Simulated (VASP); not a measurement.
MoS2, 9 atoms in the cell. Symmetry: C2/m, No. 12, monoclinic system. Conventional cell: a = 5.429 Å, b = 3.134 Å, c = 17.871 Å, α = 90.00°, β = 91.45°, γ = 90.00°. Mo (site symmetry m) has 6 S at 2.42 Å and 6 Mo at 3.13 Å within 3.2 Å. Mo (site symmetry 2/m) has 6 S at 2.42 Å and 6 Mo at 3.13 Å within 3.2 Å. Within 3.3 Å of S (site symmetry m) lie 3 Mo at 2.42 Å and 9 S at 3.13 to 3.29 Å. S (site symmetry m) has 3 Mo at 2.42 Å and 7 S at 3.07 to 3.13 Å within 3.2 Å. S (site symmetry m) has 3 Mo at 2.42 Å and 9 S at 3.13 to 3.29 Å within 3.3 Å. 

| Item | Value |
| --- | --- |
| Program | VASP 6.6.1 |
| Task | single point |
| Functional | PBE |
| Dispersion | D3(BJ) |
| Potentials or basis | VASP PAW PBE potentials, release 64 (Mo_sv, S) |
| Cutoff | 520 eV |
| k mesh | 14 × 14 × 3 |
| Occupations | gaussian, width 0.15 eV |
| Spin | no spin polarisation |
| Dipole correction | no |
| Further INCAR settings | ALGO = Fast; EDIFF = 1e-06; NBANDS = 49 |

Potentials or basis: VASP PAW PBE potentials, release 64 (Mo_sv, S).

The run is started by

```bash
$ cat potpaw_PBE.64/Mo_sv/POTCAR potpaw_PBE.64/S/POTCAR > POTCAR
$ mpirun -np 1 vasp_std > vasp.out
```

Hardware: 1 thread of Oxide Virtual Turin-like Processor, on a shared host.

Problem. Estimate the wall time of this run.

Solution. Wall time 34 min on 1 thread of Oxide Virtual Turin-like Processor, with other jobs on the host, peak memory 0.86 GiB. Counts: scf iterations 17, k points 162.
